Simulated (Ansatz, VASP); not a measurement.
**Sn2SeS3: VASP beside Ansatz**

```
Sn Se S
1.0
     3.85107    0.00000    0.00000
     0.00000    3.85107    0.00000
     0.00000    0.00000    9.07284
Sn Se S
2 1 3
Direct
  0.50000 0.00000 0.68676
  0.00000 0.50000 0.31324
  0.50000 0.50000 0.00000
  0.50000 0.00000 0.38011
  0.00000 0.50000 0.61989
  0.00000 0.00000 0.00000
```

Change from the starting cell: species swapped into the Zr2Sb3Pd type (P-4m2, No. 115).

Alike in both runs: functional PBE; k mesh 4 × 4 × 2; occupations gaussian, width 0.1 eV; no spin polarisation.

Ansatz relaxed the structure, and its values are those at the end. VASP's run is a single point on that final structure, the one shown.

|  | VASP | Ansatz |
| --- | --- | --- |
| version | VASP 6.6.1 | Ansatz 0.2.0 |
| potentials or method | VASP PAW PBE potentials, release 64 (Sn_d, Se, S), cutoff 520 eV | scalar-relativistic, plane waves, PAW |
| valence electrons in the cell | 52 | 62 |

```csv
,VASP,Ansatz,Ansatz less VASP
gap on the k mesh at the Fermi level (eV),none,none,-
pressure (GPa),-0.1,0.0,+0.05
rms of the force components (eV/Å),0.011,0.010,-0.0017
```

A gap of «none» marks a metal or a gap that the smearing closes. The functional is the same, so the differences come from potentials, cutoffs and numerics. VASP's potentials hold 52 valence electrons a cell and Ansatz's 62, so a difference there can come from the potentials and not from the codes.

The k mesh is coarse, so the values compare programs but aren't converged.
